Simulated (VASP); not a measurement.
Write the native input for VASP 6.6.1 that does the following.

```
Task                   : single point
Functional             : PBE
Potentials or basis    : VASP PAW PBE potentials, release 64 (Hf_pv, Ti_sv, N)
Cutoff                 : 520 eV
k mesh                 : 8 × 8 × 8
Occupations            : gaussian, width 0.1 eV
Spin                   : no spin polarisation
Dipole correction      : no
Further INCAR settings : ALGO = Normal; EDIFF = 1e-06; NBANDS = 32
```

The structure of Hf2TiN3 lies in POSCAR:

```
Hf2TiN3
1.0
   -1.5794848000      1.5794848000      6.7239951000
    1.5794848000     -1.5794848000      6.7239951000
    1.5794848000      1.5794848000     -6.7239951000
Hf Ti N
2 1 3
Direct
    0.6594420000      0.6594420000      0.0000000000
    0.3405580000      0.3405580000      0.0000000000
    0.0000000000      0.0000000000      0.0000000000
    0.1668670000      0.1668670000      0.0000000000
    0.8331330000      0.8331330000      0.0000000000
    0.5000000000      0.5000000000      0.0000000000
```

These files were run (other wordings do the same):

INCAR

```
SYSTEM = Hf2TiN3
PREC     = Accurate       ! precision mode
ENCUT    = 520            ! plane-wave cutoff, eV
EDIFF    = 1E-6           ! SCF threshold, eV
ISMEAR   = 0              ! smearing method
SIGMA    = 0.1            ! smearing width, eV
LREAL    = .False.        ! projectors in reciprocal space
LASPH    = .True.         ! aspherical terms in the spheres
NELM     = 80             ! most SCF steps
ALGO     = Normal         ! electronic algorithm
ISIF     = 2              ! what is computed and relaxed
LWAVE    = .False.        ! write WAVECAR
LCHARG   = .False.        ! write CHGCAR
GGA      = PE             ! functional
NBANDS   = 32             ! bands
```

KPOINTS

```
Automatic mesh
0
Gamma
  8 8 8
  0 0 0
```

Potentials or basis: VASP PAW PBE potentials, release 64 (Hf_pv, Ti_sv, N).

Command:

```sh
$ cat potpaw_PBE.64/Hf_pv/POTCAR potpaw_PBE.64/Ti_sv/POTCAR potpaw_PBE.64/N/POTCAR > POTCAR
$ mpirun -np 1 vasp_std > vasp.out
```

Results of the run:

```yaml
Pressure: -1.5 GPa
Largest_force: 0.033 eV/Å
Band_gap_on_the_k_mesh: zero (an odd number of electrons rules out a gap without spin polarisation)
```

Caveat: spin-orbit coupling is left out, which moves the levels of the heavy elements.

It took 19 min on 1 thread of Oxide Virtual Turin-like Processor (shared host), peak memory 0.42 GiB.
